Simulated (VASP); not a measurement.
Here is a VASP 6.6.1 calculation.

File INCAR:

```
SYSTEM = BN
  PREC = Accurate
  ENCUT = 600
  EDIFF = 1E-6
  ISMEAR = 0
  SIGMA = 0.02
  LREAL = .FALSE.
  LASPH = .TRUE.
  NELM = 120
  ALGO = Normal
  ISIF = 2
  LWAVE = .FALSE.
  LCHARG = .FALSE.
  NBANDS = 11
  GGA_COMPAT = .FALSE.
```

Contents of KPOINTS:

```
regular mesh
0
G
  12 12 12
  0 0 0
```

The input POSCAR:

```
BN
1.0
    0.0000000000      1.7721899036      1.7721899036
    1.7721899036      0.0000000000      1.7721899036
    1.7721899036      1.7721899036      0.0000000000
B N
1 1
Direct
    0.0000000000      0.0000000000      0.0000000000
    0.2500000000      0.2500000000      0.2500000000
```

Potentials or basis: VASP PAW LDA potentials, release 64 (B, N).

The run is started by

```console
$ cat potpaw_LDA.64/B/POTCAR potpaw_LDA.64/N/POTCAR > POTCAR
$ mpirun -np 1 vasp_std > vasp.out
```

(1) Estimate the band gap on the k mesh.

(2) Estimate the pressure.

## Answers

(1) 4.41 eV, indirect (least direct gap 8.96 eV).

(2) 13.8 GPa.
